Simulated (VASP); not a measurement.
Input of a VASP 6.6.1 run:

The input INCAR:

```
SYSTEM = BaMo3
  PREC = Accurate
  ENCUT = 520
  EDIFF = 1E-7
  ISMEAR = -5
  SIGMA = 0.1
  LREAL = .False.
  LASPH = .True.
  NELM = 80
  ALGO = Fast
  ISIF = 2
  LWAVE = .False.
  LCHARG = .True.
  GGA = PE
  LELF = .True.
  LVHAR = .True.
  NBANDS = 62
```

KPOINTS

```
regular mesh
0
Gamma
  6 6 10
  0 0 0
```

File POSCAR:

```
BaMo3
1.0
    7.7486917145      0.0000000000      0.0000000000
   -3.8743458573      6.7105638708      0.0000000000
    0.0000000000      0.0000000000      4.3029268691
Ba Mo
2 6
Direct
    0.3333333333      0.6666666667      0.2500000000
    0.6666666667      0.3333333333      0.7500000000
    0.8877076880      0.7754153761      0.2500000000
    0.1122923120      0.8877076880      0.7500000000
    0.2245846239      0.1122923120      0.2500000000
    0.1122923120      0.2245846239      0.7500000000
    0.8877076880      0.1122923120      0.2500000000
    0.7754153761      0.8877076880      0.7500000000
```

Potentials or basis: VASP PAW PBE potentials, release 64 (Ba_sv, Mo_sv).

Launch:

```sh
$ cat potpaw_PBE.64/Ba_sv/POTCAR potpaw_PBE.64/Mo_sv/POTCAR > POTCAR
$ mpirun -np 1 vasp_std > vasp.out
```

(1) Predict the largest force.

(2) Estimate the pressure.

Answers

(1) 0.008 eV/Å.

(2) 0.3 GPa.

Caveat: tetrahedron occupations give inexact forces and stress in metals.
